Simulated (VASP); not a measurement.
# Al48N47F (a cell with a defect) in VASP: single point with PBE

Aim: the single point of Al48N47F (a cell with a defect) with PBE.

All numbers are computed with VASP 6.6.1; they aren't measurements. Logs are shortened: lines on timing, memory, paths and dates and some standing lists are left out, and cuts for length are marked.

### Step 1. The cell of the first run

The cell holds a defect, 96 atoms: a = 10.842 Å, b = 10.842 Å, c = 10.035 Å, α = 90.00°, β = 90.00°, γ = 120.00°.

### Step 2. Single point, PBE

The input, INCAR:

```
PREC = Accurate ; ENCUT = 520
EDIFF = 1E-6 ; ISMEAR = 0
SIGMA = 0.01 ; LREAL = Auto
LASPH = T ; NELM = 120
ALGO = Normal ; ISIF = 2
LWAVE = F ; LCHARG = F
GGA = PE ; NELECT = 384.0
NBANDS = 247 ; GGA_COMPAT = F
ISYM = -1
```

The input, KPOINTS:

```
explicit points
1
Reciprocal
  0.25000000   0.25000000   0.25000000 1
```

The input, POSCAR:

```
Al48N47F
1.0
    9.3892708211      5.4208981504      0.0000000000
   -9.3892709202      5.4208979788      0.0000000000
    0.0000000000      0.0000000000     10.0348065900
Al N F
48 47 1
Direct
   -0.0004611098      0.1661131657      0.2488369882
    0.1664734193     -0.0002514395      0.2493700798
    0.3316456271      0.3327663378      0.2491113676
    0.0009960890      0.3319658302      0.4997492606
    0.1640883874      0.1646705576      0.4997679956
    0.3313641404     -0.0026772396      0.4997921065
   -0.0005205648      0.1660854051      0.7500118454
    0.1668970593      0.0001589676      0.7502625045
    0.3303279718      0.3329005625      0.7511452726
    0.0003560755      0.3323902626      1.0001693974
    0.1649330039      0.1652006914      1.0000489393
    0.3319221898     -0.0017998224      1.0001113763
    0.0007432933      0.6673122142      0.2490460699
    0.1659364128      0.4994780003      0.2493309024
    0.3328623324      0.8328093505      0.2488785461
    0.0007102477      0.8340122555      0.5009273938
    0.1684164318      0.6668651568      0.4997462130
    0.3315786494      0.4994062728      0.5008818262
    0.0021097287      0.6688950433      0.7512723625
    0.1654463293      0.4994022313      0.7502363778
    0.3328365813      0.8327733600      0.7499854617
    0.0003500274      0.8336244652      1.0003107721
    0.1673904515      0.6664334786      1.0000977031
    0.3319257086      0.4993733015      1.0002493308
    0.4994891308      0.1648770883      0.2490602034
    0.6661621483     -0.0008320349      0.2493764215
    0.8328486284      0.3315730707      0.2490711665
    0.4821418576      0.3153657999      0.5085128255
    0.6660727707      0.1648015887      0.5008749044
    0.8335522100      0.0015995748      0.4997474607
    0.4996290583      0.1635626059      0.7511741810
    0.6661544601     -0.0012863227      0.7502384362
    0.8326205653      0.3299560994      0.7512629094
    0.4932010061      0.3264648134      0.9965245023
    0.6661277560      0.1651759776      1.0002555459
    0.8331357119      0.0006536127      1.0001567349
    0.4983205344      0.6661757883      0.2490487638
    0.6661899869      0.4994893711      0.1983915721
    0.8340661736      0.8340044225      0.2490740419
    0.4987375151      0.8341874210      0.4998031312
    0.6661378669      0.6839995331      0.5087043907
    0.8511048173      0.4994197484      0.5089318665
    0.4967587747      0.6658904702      0.7512210927
    0.6661248225      0.4994200288      0.7559744780
    0.8355844083      0.8353587120      0.7512421545
    0.4991086927      0.8336367637      1.0000636109
    0.6661659450      0.6723862336      0.9964693351
    0.8391173151      0.4994192141      0.9964907630
   -0.0004430288      0.1660945459      0.4396718106
    0.1662524087     -0.0004805367      0.4403524989
    0.3339276765      0.3336525971      0.4406389847
   -0.0006792299      0.3327561161      0.1908896404
    0.1663048225      0.1662086791      0.1908321289
    0.3329234357     -0.0004490426      0.1908459931
   -0.0004913871      0.1661398836      0.9403938933
    0.1663848654     -0.0003538541      0.9406983487
    0.3313772647      0.3325046364      0.9404381352
   -0.0008386793      0.3327113836      0.6898317998
    0.1663428114      0.1662980053      0.6899235219
    0.3330457560     -0.0003470677      0.6898772509
   -0.0015636559      0.6659113869      0.4405858572
    0.1660548814      0.4994611862      0.4403754975
    0.3328842102      0.8328695511      0.4397044188
   -0.0007375451      0.8325279965      0.1910983360
    0.1659842790      0.6660670224      0.1909012336
    0.3329658997      0.4993872623      0.1910928985
    0.0010313088      0.6673651156      0.9405213974
    0.1659623376      0.4994606726      0.9407314119
    0.3328452559      0.8328009037      0.9403687561
   -0.0001295381      0.8331290564      0.6905792064
    0.1658462117      0.6660665245      0.6898749136
    0.3323437872      0.4993744082      0.6905900663
    0.5003921659      0.1672009587      0.4406043739
    0.6661756895     -0.0006628710      0.4403711549
    0.8319013541      0.3329187837      0.4405670660
    0.4973825512      0.3306460978      0.1894851429
    0.6661338492      0.1662323541      0.1910857803
    0.8327765438     -0.0007705569      0.1908875567
    0.4992257083      0.1646393229      0.9404830094
    0.6662169796     -0.0007570019      0.9407077347
    0.8331303852      0.3315768997      0.9404937293
    0.5005717186      0.3338249821      0.6931692654
    0.6661034077      0.1656094079      0.6906152299
    0.8327951275     -0.0008966401      0.6898505868
    0.4996647091      0.6652338064      0.4405937701
    0.8326371344      0.8316732222      0.4405898283
    0.4994613331      0.8325841776      0.1908315673
    0.6661015831      0.6681665515      0.1895042200
    0.8348913210      0.4993891444      0.1894371823
    0.4983259175      0.6664084589      0.9404719326
    0.6661949677      0.4994769449      0.9505101796
    0.8340784230      0.8343013037      0.9404882294
    0.4994430803      0.8324443162      0.6898932021
    0.6661350947      0.6649429607      0.6932067847
    0.8316936555      0.4993876572      0.6932854071
    0.6654696654      0.4990633426      0.4542988637
```

Potentials or basis: VASP PAW PBE potentials, release 64 (Al, N, F).

Run with:

```
$ cat potpaw_PBE.64/Al/POTCAR potpaw_PBE.64/N/POTCAR potpaw_PBE.64/F/POTCAR > POTCAR
$ mpirun -np 1 vasp_std > vasp.out
```

OUTCAR:

```text
PREC = Accurate
   ENCUT = 520
   EDIFF = 1E-6
   ISMEAR = 0
   LREAL = Auto
   LASPH = T
   NELM = 120
   ISIF = 2
   GGA = PE
   NELECT = 384.0
   ISYM = -1

 ion  position               nearest neighbor table
   1  1.000  0.166  0.249-  53 1.90  52 1.90  78 1.90  49 1.91  10 3.08  36 3.08  11 3.08   4 3.09
                            30 3.09   5 3.09   3 3.12  39 3.12  27 3.12   2 3.13  14 3.13  26 3.13
   2  0.166  1.000  0.249-  53 1.90  54 1.90  64 1.90  50 1.92  22 3.08  12 3.08  11 3.08   5 3.09
                             6 3.09  16 3.10  39 3.12  13 3.12  25 3.13   3 3.13   1 3.13  15 3.13
   3  0.332  0.333  0.249-  66 1.89  53 1.89  76 1.90  51 1.92  24 3.08  11 3.09  34 3.10   5 3.10
                            18 3.11   1 3.12  14 3.12   2 3.13  28 3.13  37 3.13  25 3.15  38 3.18
   4  0.001  0.332  0.500-  49 1.89  62 1.90  58 1.91  75 1.93  42 2.98   7 3.08   1 3.09  20 3.09
                            14 3.09  30 3.10   5 3.10  18 3.10  27 3.11  33 3.11  17 3.14  29 3.14
   5  0.164  0.165  0.500-  49 1.89  50 1.90  59 1.91  51 1.93  28 2.99   7 3.09   1 3.09   8 3.09
                             2 3.09   4 3.10  30 3.10   3 3.10  16 3.10   9 3.11   6 3.14  18 3.14
   6  0.331  0.997  0.500-  63 1.89  50 1.90  60 1.91  73 1.93  28 2.99  21 3.08  15 3.09   8 3.09
                             2 3.09  17 3.10  40 3.10  16 3.10  25 3.11  31 3.11   5 3.14  29 3.14
   7  0.999  0.166  0.750-  59 1.91  58 1.91  84 1.91  55 1.91   4 3.08  30 3.08   5 3.09  11 3.09
                            10 3.09  36 3.09  45 3.11  33 3.11   9 3.11  20 3.13  32 3.13   8 3.13
   8  0.167  0.000  0.750-  60 1.90  59 1.90  70 1.91  56 1.91  16 3.08  11 3.09  12 3.09   6 3.09
                             5 3.09  22 3.09  19 3.11  45 3.11  31 3.12   9 3.12  21 3.13   7 3.13
   9  0.330  0.333  0.751-  72 1.89  59 1.89  57 1.90  82 1.93  28 3.00  34 3.05  24 3.08  11 3.08
[... 43 lines left out ...]
  31  0.500  0.164  0.751-  83 1.89  60 1.89  79 1.90  82 1.93  28 3.00  34 3.05  35 3.08  12 3.08
                            29 3.09  21 3.11   6 3.11  32 3.11   8 3.12  33 3.13  44 3.15   9 3.18
  32  0.666  0.999  0.750-  84 1.90  93 1.90  83 1.91  80 1.91  29 3.08  46 3.09  36 3.09  35 3.09
                            40 3.09  30 3.09  33 3.11  31 3.11  45 3.12  43 3.13  21 3.13   7 3.13
  33  0.833  0.330  0.751-  58 1.89  83 1.89  81 1.90  95 1.93  42 2.99  48 3.05  35 3.08  10 3.08
                            29 3.09   7 3.11   4 3.11  32 3.11  20 3.13  31 3.13  44 3.15  19 3.18
  34  0.493  0.326  0.997-  79 1.87  57 1.87  91 1.93  76 1.94  38 2.76  31 3.05   9 3.05  44 3.06
                            12 3.08  11 3.08  25 3.10   3 3.10  24 3.14  35 3.14  48 3.25  47 3.25
  35  0.666  0.165  0.000-  80 1.90  79 1.90  81 1.90  77 1.91  33 3.08  31 3.08  26 3.08  25 3.08
                            27 3.08  32 3.09  36 3.11  46 3.11  12 3.14  10 3.14  34 3.14  48 3.14
  36  0.833  0.001  0.000-  55 1.90  80 1.90  92 1.91  78 1.91   1 3.08  45 3.08  47 3.08  26 3.08
                            39 3.09  32 3.09   7 3.09  35 3.11  10 3.11  11 3.12  46 3.14  22 3.14
  37  0.498  0.666  0.249-  87 1.89  66 1.89  88 1.90  85 1.92  24 3.08  46 3.09  47 3.10  40 3.11
                            18 3.11  15 3.12  14 3.12  26 3.13  41 3.13   3 3.13  39 3.15  38 3.18
  38  0.666  0.499  0.198-  88 1.83  89 1.83  76 1.83  91 2.49  96 2.57  47 2.76  48 2.76  34 2.76
                            39 3.18  13 3.18   3 3.18  37 3.18  27 3.18  25 3.18
  39  0.834  0.834  0.249-  78 1.89  64 1.89  88 1.91  86 1.92  22 3.08  36 3.09  47 3.10  30 3.10
                            16 3.11   1 3.12   2 3.12  26 3.13  41 3.13  13 3.13  37 3.15  38 3.18
  40  0.499  0.834  0.500-  63 1.89  74 1.90  93 1.91  85 1.93  41 2.98  21 3.08  15 3.09  32 3.09
                            26 3.09  17 3.10   6 3.10  29 3.10  37 3.11  43 3.11  18 3.14  30 3.14
  41  0.666  0.684  0.509-  85 1.84  86 1.84  94 1.86  96 2.07  40 2.98  30 2.98  43 3.00  45 3.00
                            37 3.13  39 3.13  18 3.15  16 3.15  44 3.19
  42  0.851  0.499  0.509-  75 1.84  61 1.84  95 1.86  96 2.08  17 2.98   4 2.98  33 2.99  19 2.99
                            27 3.13  13 3.13  16 3.15  29 3.15  44 3.19
  43  0.497  0.666  0.751-  93 1.89  72 1.89  90 1.90  94 1.93  41 3.00  47 3.05  24 3.08  46 3.08
                            18 3.09  21 3.11  40 3.11  20 3.11  32 3.13   9 3.13  44 3.15  45 3.18
  44  0.666  0.499  0.756-  94 1.90  95 1.90  82 1.90  91 1.95  47 3.06  34 3.06  48 3.06   9 3.15
                            43 3.15  31 3.15  45 3.15  33 3.15  19 3.16  28 3.19  41 3.19  42 3.19
  45  0.836  0.835  0.751-  84 1.89  70 1.89  92 1.90  94 1.93  41 3.00  47 3.05  22 3.08  36 3.08
                            16 3.09   7 3.11  30 3.11   8 3.11  32 3.12  19 3.13  44 3.15  43 3.18
  46  0.499  0.834  0.000-  69 1.90  80 1.90  90 1.91  87 1.91  15 3.08  43 3.08  47 3.08  26 3.08
                            37 3.09  32 3.09  21 3.09  35 3.11  23 3.11  12 3.11  36 3.14  24 3.14
[... 308 lines left out ...]
   NUPDOWN=      -1.0000    fix difference up-down
   EMIN   =  10.00;   EMAX   =-10.00  energy-range for DOS
   EFERMI =   0.00;   METHOD = LEGACY
   ISMEAR =     0;   SIGMA  =   0.01  broadening in eV -4-tet -1-fermi 0-gaus
   EFERMI_NEDOS =   21; number of points for ismear=-14 and -15
   IALGO  =     38    algorithm
   IMIX   =      4    mixing-type and parameters
     AMIX     =   0.40;   BMIX     =  1.00
     AMIX_MAG =   1.60;   BMIX_MAG =  1.00
  volume/ion in A,a.u.               =      10.64        71.81
  Fermi-wavevector in a.u.,A,eV,Ry     =   1.181511  2.232733 18.993310  1.395969
  Thomas-Fermi vector in A             =   2.317783
   LORBIT       =      0    0 simple, 1 ext, 2 COOP (PROOUT), +10 PAW based schemes
   GGA     = PE    functional components
   LHFCALC =     F    Hartree Fock is set to
   AEXX    =    0.0000 exact exchange contribution
   IVDW    =     0    specifies the selected vdW correction
   LEPSILON=     F    determine dielectric tensor
   LRPA    =     F    only Hartree local field effects (RPA)
 non-spin polarized calculation
 Gauss-broadening in eV      SIGMA  =   0.01
  energy-cutoff  :      520.00
  volume of cell :     1021.51
 maximum number of plane-waves:     27493
 NGX is ok and might be reduce to    80
   NGX = 41   NGY = 41   NGZ = 37

 number of electron     383.9999915 magnetization

 Free energy of the ion-electron system (eV)
  ---------------------------------------------------
  ext. energy  EPLUGINS =         0.00000000
  ---------------------------------------------------
  free energy    TOTEN  =      -724.72272591 eV

  energy without entropy =     -724.72272591  energy(sigma->0) =     -724.72272591

 E-fermi :   5.8794     XC(G=0): -10.7922

 val. band max:        5.7742976921   @ k =   0.2500   0.2500   0.2500
 cond. band min:      10.1109813230   @ k =   0.2500   0.2500   0.2500
 fundamental gap:      4.3366836309
 Fermi energy:         5.8794495115

 k-point     1 :       0.2500    0.2500    0.2500
  band No.  band energies     occupation
      1     -19.3242      2.00000
      2      -8.8515      2.00000
      3      -8.6422      2.00000
      4      -8.5764      2.00000
      5      -8.4174      2.00000
      6      -8.2260      2.00000
[... 196 lines left out ...]
    203      11.7132      0.00000
    204      11.7593      0.00000
 [bands above 204 left out]

------------------------ aborting loop because EDIFF is reached ----------------------------------------

  FORCE on cell =-STRESS in cart. coord.  units (eV):
  Direction    XX          YY          ZZ          XY          YZ          ZX
  --------------------------------------------------------------------------------------
  -------------------------------------------------------------------------------------
  Total      -15.3352254    -16.4497252    -16.2049143     -0.0147616     -0.1194601     -0.0108322
  in kB      -24.0524120    -25.8004404    -25.4164687     -0.0231527     -0.1873662     -0.0169897
  external PRESSURE =     -25.0897737 kB  Pullay stress =       0.0000000 kB

 VOLUME and BASIS-vectors are now :
 -----------------------------------------------------------------------------
  energy-cutoff  :      520.00
  volume of cell :     1021.51
      direct lattice vectors                 reciprocal lattice vectors
     9.389270821  5.420898150  0.000000000     0.053252270  0.092235640  0.000000000
    -9.389270920  5.420897979  0.000000000    -0.053252272  0.092235639  0.000000000
     0.000000000  0.000000000 10.034806590     0.000000000  0.000000000  0.099653141

 POSITION                                       TOTAL-FORCE (eV/Angst)
 -----------------------------------------------------------------------------------
      7.82526      6.31888      2.49703         0.000113     -0.000969      0.007472
     -7.82385      6.32197      2.50238         0.000300     -0.009986      0.003105
     -0.01052      3.60171      2.49978        -0.004573     -0.004699     -0.001547
     -3.10756      1.80495      5.01489        -0.008143     -0.006279      0.003031
     -0.00547      1.78217      5.01508         0.001409     -0.012525      0.009455
     -6.25287      7.20268      5.01532        -0.002832     -0.004362      0.002426
[... 88 lines left out ...]
      3.12011      7.21566      6.95698        -0.002464     -0.000553      0.003133
      1.56243      6.31281      4.55880         0.007962      0.017132     -0.006270
 -----------------------------------------------------------------------------------
    total drift:                               -0.002624     -0.012844      0.041706

  FREE ENERGIE OF THE ION-ELECTRON SYSTEM (eV)
  ---------------------------------------------------
  free  energy   TOTEN  =      -724.7227259090 eV

  energy  without entropy=     -724.7227259090  energy(sigma->0) =     -724.72272591
```

Run time: 15 min. Hardware: 1 thread of AMD EPYC 7R43 (Zen 3), shared host; peak memory 1.2 GiB.

What came out:

```
Free energy   : -724.7227 eV
Largest force : 0.031 eV/Å
```

Forces on the atoms (eV/Å):
```
Al   0.000 -0.001  0.007
Al   0.000 -0.010  0.003
Al  -0.005 -0.005 -0.002
Al  -0.008 -0.006  0.003
Al   0.001 -0.013  0.009
Al  -0.003 -0.004  0.002
Al  -0.001  0.003  0.001
Al  -0.002 -0.008  0.003
Al  -0.006 -0.003  0.002
Al   0.005  0.005 -0.001
Al  -0.002 -0.007  0.010
Al   0.002 -0.008  0.003
Al  -0.001 -0.006  0.005
Al   0.002 -0.004  0.010
Al   0.000 -0.002  0.003
Al   0.006 -0.007  0.005
Al   0.000 -0.001  0.009
Al  -0.002 -0.001  0.011
Al   0.005 -0.005  0.002
Al  -0.002  0.001  0.006
Al  -0.002  0.001  0.004
Al  -0.002  0.002  0.002
Al   0.003  0.006  0.011
Al  -0.003  0.004  0.006
Al   0.003  0.000  0.003
Al  -0.001  0.001  0.002
Al   0.003 -0.001  0.000
Al  -0.009 -0.026  0.002
Al   0.003  0.006  0.015
Al  -0.005  0.002  0.007
Al   0.002  0.001  0.005
Al   0.002  0.000  0.004
Al   0.001  0.009  0.000
Al  -0.002  0.010 -0.015
Al  -0.002  0.002  0.006
Al   0.002  0.008  0.001
Al  -0.002 -0.010  0.003
Al   0.005 -0.010 -0.029
Al  -0.002 -0.006  0.002
Al  -0.005  0.003  0.003
Al   0.003 -0.007  0.001
Al  -0.018 -0.016 -0.014
Al  -0.005  0.006  0.000
Al   0.004 -0.001 -0.007
Al  -0.001 -0.004 -0.001
Al  -0.003  0.004  0.008
Al   0.008 -0.006 -0.010
Al  -0.014 -0.005 -0.016
N    0.003  0.003 -0.005
N   -0.001  0.006 -0.004
N   -0.004  0.016 -0.006
N    0.000  0.001 -0.002
N    0.001  0.005 -0.004
N   -0.001  0.005 -0.002
N    0.003 -0.003 -0.002
N   -0.001  0.004 -0.002
N    0.006  0.006  0.001
N    0.000 -0.003  0.002
N    0.002  0.008 -0.009
N    0.002  0.003 -0.001
N   -0.008  0.015 -0.003
N    0.005  0.004 -0.010
N    0.003  0.000 -0.005
N    0.000  0.006 -0.004
N    0.001  0.001 -0.010
N    0.003  0.006 -0.007
N   -0.001 -0.009 -0.002
N    0.000 -0.004 -0.007
N   -0.001  0.000 -0.003
N   -0.003  0.006  0.004
N    0.000 -0.002 -0.005
N    0.004  0.001 -0.004
N    0.007  0.010 -0.007
N    0.002 -0.001 -0.005
N    0.011 -0.005  0.002
N    0.000 -0.006  0.021
N   -0.002  0.001 -0.007
N   -0.001  0.000 -0.002
N   -0.001  0.005 -0.002
N   -0.002 -0.006 -0.005
N   -0.003 -0.001  0.001
N    0.001  0.011 -0.003
N   -0.002 -0.002 -0.008
N   -0.001 -0.001 -0.002
N    0.000 -0.009 -0.006
N    0.007  0.010 -0.004
N   -0.001  0.005 -0.002
N   -0.004  0.013  0.016
N    0.005  0.009  0.025
N    0.005 -0.004  0.000
N    0.002 -0.001 -0.004
N    0.002 -0.007  0.002
N    0.005 -0.004 -0.003
N    0.001  0.000  0.000
N   -0.002 -0.001  0.003
F    0.008  0.017 -0.006
```

Levels at points of the mesh, in eV from the Fermi level:
| k point | band 190 | band 191 | band 192 | band 193 | band 194 | band 195 |
| --- | --- | --- | --- | --- | --- | --- |
| (0.25, 0.25, 0.25) | -0.17 | -0.15 | -0.11 | 4.23 | 5.08 | 5.38 |

Caveat: the cell carries a net charge on a neutralising background, which shifts energy and pressure; the cell is charged against a uniform background, so pressure and absolute levels hang on convention.
